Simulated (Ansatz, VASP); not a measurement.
BaZrO3: VASP beside Ansatz

```
Ba Zr O
1.0
     4.40123    0.00000    0.00000
     0.00000    4.40123    0.00000
     0.00000    0.00000    5.06741
Ba Zr O
1 1 3
Direct
  0.00000 0.00000 0.00000
  0.50000 0.50000 0.00000
  0.00000 0.00000 0.50000
  0.50000 0.50000 0.69657
  0.50000 0.50000 0.30343
```

Alike in both runs: task relaxation of cell and atoms; functional PBE; k mesh 4 × 4 × 4; occupations gaussian, width 0.1 eV; no spin polarisation.

```csv
,VASP,Ansatz
version,VASP 6.6.1,Ansatz 0.2.0
potentials or method,"VASP PAW PBE potentials, release 64 (Ba_sv, Zr_sv, O), cutoff 600 eV","scalar-relativistic, plane waves, PAW"
valence electrons in the cell,40,40
```

VASP gave:

* gap on the k mesh at the Fermi level, each at its own relaxed structure (eV): none
* relaxed volume (Å³/atom): 29.07
* relaxed cell length with the largest relative difference (Å): 5.356

**Question.** What did Ansatz give for the same quantities?

**Answer.** gap on the k mesh at the Fermi level, each at its own relaxed structure (eV): none; relaxed volume (Å³/atom): 35.88; relaxed cell length with the largest relative difference (Å): 5.959.

A gap of «none» marks a metal or a gap that the smearing closes. One of these differences is far larger than is usual between the two programs; its cause wasn't traced.

Spin-orbit coupling is off throughout. Noted on VASP's run: the volume moved by over 15 % at a fixed basis, so the end points are rough.
